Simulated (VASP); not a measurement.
# Ge (C2/m) in VASP: single point with r2SCAN

Aim: the single point of Ge with r2SCAN.

All numbers are computed with VASP 6.6.1; they aren't measurements. Logs are shortened: lines on timing, memory, paths and dates and some standing lists are left out, and cuts for length are marked.

**1. The cell of the first run**

The structure is monoclinic, space group C2/m (No. 12). Conventional cell: a = 5.204 Å, b = 2.794 Å, c = 2.700 Å, α = 90.00°, β = 93.58°, γ = 90.00°. Within 3.6 Å of Ge (site symmetry 2/m) lie 8 Ge at 2.70 to 2.95 Å.

**2. Single point, r2SCAN (strain +0.0625 x Voigt [0, 0, 0, 1, 0, 0])**

The input, POSCAR:

```
Ge
1.0
    1.3971490000     -2.6005160000     -0.0812661250
    1.3971490000      2.6005160000      0.0812661250
    0.0000000000      0.0843197188      2.6982310000
Ge
1
Direct
    0.5000000000      0.5000000000      0.0000000000
```

The input, INCAR.step1:

```
SYSTEM = Ge
  PREC = Accurate
  ENCUT = 550
  ISMEAR = 0
  SIGMA = 0.15
  LREAL = .False.
  LASPH = .True.
  NELM = 120
  NBANDS = 13
  GGA = PE
  ALGO = Normal
  EDIFF = 1E-5
  LWAVE = .True.
  LCHARG = .False.
  GGA_COMPAT = .False.
```

The input, INCAR.step2:

```
SYSTEM = Ge
  PREC = Accurate
  ENCUT = 550
  EDIFF = 1E-6
  ISMEAR = 0
  SIGMA = 0.15
  LREAL = .False.
  LASPH = .True.
  NELM = 120
  ALGO = Normal
  ISIF = 2
  LWAVE = .False.
  LCHARG = .False.
  METAGGA = R2SCAN
  LMIXTAU = .True.
  NBANDS = 13
  ISTART = 1
  GGA_COMPAT = .False.
```

The input, KPOINTS:

```
Automatic mesh
0
Gamma
  20 20 18
  0 0 0
```

Potentials or basis: VASP PAW PBE potentials, release 64 (Ge_d).

Launch:

```console
cat potpaw_PBE.64/Ge_d/POTCAR > POTCAR
cp INCAR.step1 INCAR
mpirun -np 1 vasp_std > vasp.out
cp INCAR.step2 INCAR
mpirun -np 1 vasp_std > vasp.out
```

OUTCAR:

```text
SYSTEM = Ge
   PREC = Accurate
   ENCUT = 550
   EDIFF = 1E-6
   ISMEAR = 0
   LREAL = .False.
   LASPH = .True.
   NELM = 120
   ISIF = 2
   METAGGA = R2SCAN
   ISTART = 1

 ion  position               nearest neighbor table
   1  0.500  0.500  0.000-

  LATTYP: Found a base centered monoclinic cell.
 ALAT       =     5.2035709467
 B/A-ratio  =     0.5369962337
 C/A-ratio  =     0.5187876175
 COS(beta)  =    -0.0624390244

  Lattice vectors:

 A1 = (  -1.3971490000,  -2.6005160000,  -0.0812661250)
 A2 = (   1.3971490000,  -2.6005160000,  -0.0812661250)
 A3 = (   0.0000000000,   0.0843197188,   2.6982310000)

Analysis of symmetry for initial positions (statically):
=====================================================================
 Subroutine PRICEL returns:
 Original cell was already a primitive cell.

 Routine SETGRP: Setting up the symmetry group for a
 base centered monoclinic supercell.

 Subroutine GETGRP returns: Found  4 space group operations
 (whereof  4 operations were pure point group operations)
 out of a pool of  4 trial point group operations.

The static configuration has the point symmetry C_2h.

Analysis of symmetry for dynamics (positions and initial velocities):
=====================================================================
 Subroutine PRICEL returns:
 Original cell was already a primitive cell.

 Routine SETGRP: Setting up the symmetry group for a
 base centered monoclinic supercell.

 Subroutine GETGRP returns: Found  4 space group operations
 (whereof  4 operations were pure point group operations)
 out of a pool of  4 trial point group operations.

The dynamic configuration has the point symmetry C_2h.

 Subroutine INISYM returns: Found  4 space group operations
 (whereof  4 operations are pure point group operations),
 and found     1 'primitive' translations

----------------------------------------------------------------------------------------

                                     Primitive cell

  volume of cell :      19.5879

  direct lattice vectors                    reciprocal lattice vectors
     1.397149000 -2.600516000 -0.081266125     0.357871637 -0.192457481  0.006014296
     1.397149000  2.600516000  0.081266125     0.357871637  0.192457481 -0.006014296
     0.000000000  0.084319719  2.698231000     0.000000000 -0.011592983  0.370975471

  length of vectors
     2.953186919  2.953186919  2.699548174     0.406384255  0.406384255  0.371156568

  position of ions in fractional coordinates (direct lattice)
     0.500000000  0.500000000  0.000000000

  ion indices of the primitive-cell ions
   primitive index   ion index
                 1           1

----------------------------------------------------------------------------------------

 KPOINTS: Automatic mesh

Automatic generation of k-mesh.
 Grid dimensions read from file:
 generate k-points for:   20   20   18

 Generating k-lattice:

  Cartesian coordinates                     Fractional coordinates (reciprocal lattice)
     0.017893582 -0.009622874  0.000300715     0.050000000  0.000000000  0.000000000
     0.017893582  0.009622874 -0.000300715     0.000000000  0.050000000  0.000000000
     0.000000000 -0.000644055  0.020609748     0.000000000  0.000000000  0.055555556

  Length of vectors
     0.020319213  0.020319213  0.020619809

  Shift w.r.t. Gamma in fractional coordinates (k-lattice)
     0.000000000  0.000000000  0.000000000

 Subroutine IBZKPT returns following result:
 ===========================================

 Found   1902 irreducible k-points:

 Following reciprocal coordinates:
            Coordinates               Weight
  0.000000  0.000000  0.000000      1.000000
  0.050000  0.000000  0.000000      4.000000
  0.100000 -0.000000  0.000000      4.000000
  0.150000  0.000000  0.000000      4.000000
  0.200000 -0.000000  0.000000      4.000000
  0.250000  0.000000  0.000000      4.000000
[... 16 lines left out ...]
 -0.400000  0.050000 -0.000000      4.000000
 -0.350000  0.050000 -0.000000      4.000000
 [... further k-points ...]
   k-points           NKPTS =   1902   k-points in BZ     NKDIM =   1902   number of bands    NBANDS=     13
   number of dos      NEDOS =    301   number of ions     NIONS =      1
   total plane-waves  NPLWV =  13824
   dimension x,y,z NGX =    24 NGY =   24 NGZ =   24
   dimension x,y,z NGXF=    48 NGYF=   48 NGZF=   48
   ions per type =               1
   NGX,Y,Z   is equivalent  to a cutoff of  13.51, 13.51, 14.78 a.u.
   NGXF,Y,Z  is equivalent  to a cutoff of  27.02, 27.02, 29.56 a.u.
 SYSTEM =  Ge
   PREC   = accura    normal or accurate (medium, high low for compatibility)
   ISTART =      1    job   : 0-new  1-cont  2-samecut
   ICHARG =      0    charge: 1-file 2-atom 10-const
   ISPIN  =      1    spin polarized calculation?
   LNONCOLLINEAR =      F non collinear calculations
   LSORBIT =      F    spin-orbit coupling
   LASPH  =      T    aspherical Exc in radial PAW
   ENCUT  =  550.0 eV  40.42 Ry    6.36 a.u.   5.65  5.65  5.16*2*pi/ulx,y,z
   NELM   =    120;   NELMIN=  2; NELMDL=  0     # of ELM steps
   EDIFF  = 0.1E-05   stopping-criterion for ELM
   LREAL  =      F    real-space projection
   EDIFFG = 0.1E-04   stopping-criterion for IOM
   NSW    =      0    number of steps for IOM
   IBRION =     -1    ionic relax: 0-MD 1-quasi-New 2-CG
   NFREE  =      0    steps in history (QN), initial steepest desc. (CG)
   ISIF   =      2    stress and relaxation
   ISYM   =      2    0-nonsym 1-usesym 2-fastsym
   POTIM  = 0.5000    time-step for ionic-motion
   TEBEG  =    0.0;   TEEND  =   0.0 temperature during run
   PSTRESS=    0.0 pullay stress
   NELECT =      14.0000    total number of electrons
   NUPDOWN=      -1.0000    fix difference up-down
   EMIN   =  10.00;   EMAX   =-10.00  energy-range for DOS
   EFERMI =   0.00;   METHOD = LEGACY
   ISMEAR =     0;   SIGMA  =   0.15  broadening in eV -4-tet -1-fermi 0-gaus
   EFERMI_NEDOS =   21; number of points for ismear=-14 and -15
   IALGO  =     38    algorithm
   IMIX   =      4    mixing-type and parameters
     AMIX     =   0.40;   BMIX     =  1.00
     AMIX_MAG =   1.60;   BMIX_MAG =  1.00
  volume/ion in A,a.u.               =      19.59       132.19
  Fermi-wavevector in a.u.,A,eV,Ry     =   1.463710  2.766012 29.149776  2.142448
  Thomas-Fermi vector in A             =   2.579773
   LORBIT       =      0    0 simple, 1 ext, 2 COOP (PROOUT), +10 PAW based schemes
   METAGGA = R2SCAN    functional components
   LHFCALC =     F    Hartree Fock is set to
   AEXX    =    0.0000 exact exchange contribution
   IVDW    =     0    specifies the selected vdW correction
   LEPSILON=     F    determine dielectric tensor
   LRPA    =     F    only Hartree local field effects (RPA)
 non-spin polarized calculation
 Gauss-broadening in eV      SIGMA  =   0.15
  energy-cutoff  :      550.00
  volume of cell :       19.59
 maximum number of plane-waves:       589
   NGX = 11   NGY = 11   NGZ = 11

 number of electron      14.0000003 magnetization

 Free energy of the ion-electron system (eV)
  ---------------------------------------------------
  ext. energy  EPLUGINS =         0.00000000
  ---------------------------------------------------
  free energy    TOTEN  =       -13.46910887 eV

  energy without entropy =      -13.46497344  energy(sigma->0) =      -13.46704115

 E-fermi :   6.1310     XC(G=0): -12.0832

 val. band max:        6.1259590597   @ k =  -0.4500   0.3000   0.3889
 cond. band min:       6.1344380593   @ k =   0.2000  -0.3500   0.2222
 fundamental gap:      0.0084789995
 Fermi energy:         6.1309826832

 k-point     1 :       0.0000    0.0000    0.0000
  band No.  band energies     occupation
      1     -19.3741      2.00000
      2     -19.3093      2.00000
      3     -19.2552      2.00000
      4     -19.1469      2.00000
      5     -19.1262      2.00000
      6      -7.3916      2.00000
      7      13.0752      0.00000
      8      13.7313      0.00000
      9      15.2216      0.00000
     10      16.7388      0.00000
     11      19.4285      0.00000
     12      21.9121      0.00000
     13      22.2491      0.00000

 k-point     2 :       0.0500    0.0000    0.0000
  band No.  band energies     occupation
      1     -19.3722      2.00000
      2     -19.3064      2.00000
      3     -19.2556      2.00000
      4     -19.1473      2.00000
      5     -19.1275      2.00000
      6      -7.3275      2.00000
      7      13.0832      0.00000
      8      13.5121      0.00000
      9      14.5460      0.00000
     10      17.0160      0.00000
     11      19.5422      0.00000
     12      20.7808      0.00000
     13      22.6448      0.00000

 k-point     3 :       0.1000   -0.0000    0.0000
  band No.  band energies     occupation
      1     -19.3668      2.00000
      2     -19.2985      2.00000
      3     -19.2563      2.00000
      4     -19.1485      2.00000
      5     -19.1312      2.00000
      6      -7.1353      2.00000
      7      12.4800      0.00000
      8      13.2826      0.00000
      9      13.5252      0.00000
     10      17.3242      0.00000
     11      18.9818      0.00000
     12      20.9351      0.00000
     13      23.6924      0.00000
[... 305 lines left out ...]
 k-point    23 :      -0.4000    0.0500   -0.0000
  band No.  band energies     occupation
      1     -19.3433      2.00000
      2     -19.2687      2.00000
      3     -19.1827      2.00000
      4     -19.1737      2.00000
      5     -19.1538      2.00000
      6      -3.8643      2.00000
      7       3.2743      2.00000
      8       9.3503      0.00000
      9      15.3600      0.00000
     10      16.1629      0.00000
     11      21.2411      0.00000
     12      25.3504      0.00000
     13      27.1907      0.00000

 k-point    24 :      -0.3500    0.0500   -0.0000
  band No.  band energies     occupation
      1     -19.3420      2.00000
      2     -19.2741      2.00000
      3     -19.1979      2.00000
      4     -19.1700      2.00000
      5     -19.1514      2.00000
      6      -4.7134      2.00000
      7       4.8560      2.00000
      8       9.6627      0.00000
      9      15.4803      0.00000
     10      15.8534      0.00000
     11      20.4404      0.00000
     12      26.5669      0.00000
     13      28.1992      0.00000

 [... further k-points ...]

------------------------ aborting loop because EDIFF is reached ----------------------------------------

  FORCE on cell =-STRESS in cart. coord.  units (eV):
  Direction    XX          YY          ZZ          XY          YZ          ZX
  --------------------------------------------------------------------------------------
  -------------------------------------------------------------------------------------
  Total       -0.3068130     -0.4284716     -0.4175737      0.0000000     -0.3276244      0.0000000
  in kB      -25.0955819    -35.0465769    -34.1551839      0.0000000    -26.7978380      0.0000000
  external PRESSURE =     -31.4324476 kB  Pullay stress =       0.0000000 kB

 VOLUME and BASIS-vectors are now :
 -----------------------------------------------------------------------------
  energy-cutoff  :      550.00
  volume of cell :       19.59
      direct lattice vectors                 reciprocal lattice vectors
     1.397149000 -2.600516000 -0.081266125     0.357871637 -0.192457481  0.006014296
     1.397149000  2.600516000  0.081266125     0.357871637  0.192457481 -0.006014296
     0.000000000  0.084319719  2.698231000     0.000000000 -0.011592983  0.370975471

 POSITION                                       TOTAL-FORCE (eV/Angst)
 -----------------------------------------------------------------------------------
      1.39715      0.00000      0.00000         0.000000     -0.000000      0.000000
 -----------------------------------------------------------------------------------
    total drift:                               -0.000000     -0.000000     -0.000000

  FREE ENERGIE OF THE ION-ELECTRON SYSTEM (eV)
  ---------------------------------------------------
  free  energy   TOTEN  =       -13.4691088668 eV

  energy  without entropy=      -13.4649734366  energy(sigma->0) =      -13.46704115
```

It took 6.6 min on 1 thread of Intel Xeon 6975P-C (Granite Rapids), shared host; peak memory 0.55 GiB.

What came out:

```yaml
Free_energy: -13.4691 eV
Pressure: -3.1 GPa
Band_gap_on_the_k_mesh: zero (bands 7 and 8 overlap by 10.04 eV)
```

Levels at points of the mesh, in eV from the Fermi level:
```csv
k point,band 4,band 5,band 6,band 7,band 8,band 9,band 10,band 11
"(0.00, 0.00, 0.00)",-25.28,-25.26,-13.52,6.94,7.60,9.09,10.61,13.30
"(0.50, 0.00, 0.00)",-25.29,-25.28,-8.15,-5.59,3.62,7.94,11.05,16.92
"(0.50, 0.50, 0.00)",-25.30,-25.26,-9.05,-5.80,5.47,9.61,10.15,15.73
"(0.00, 0.00, 0.50)",-25.33,-25.29,-9.56,-5.94,10.36,12.10,16.16,17.53
"(0.50, 0.00, 0.50)",-25.28,-25.19,-3.69,-2.57,-1.70,4.12,6.53,11.74
"(0.50, 0.50, 0.50)",-25.29,-25.21,-4.78,-3.08,-1.99,3.82,8.54,14.09
```

Caveat: the cell differs from its parent crystal (strain +0.0625 x Voigt [0, 0, 0, 1, 0, 0]); the cell stands under tension; the PAW data sets were made with another functional, which shifts forces and pressure a little.
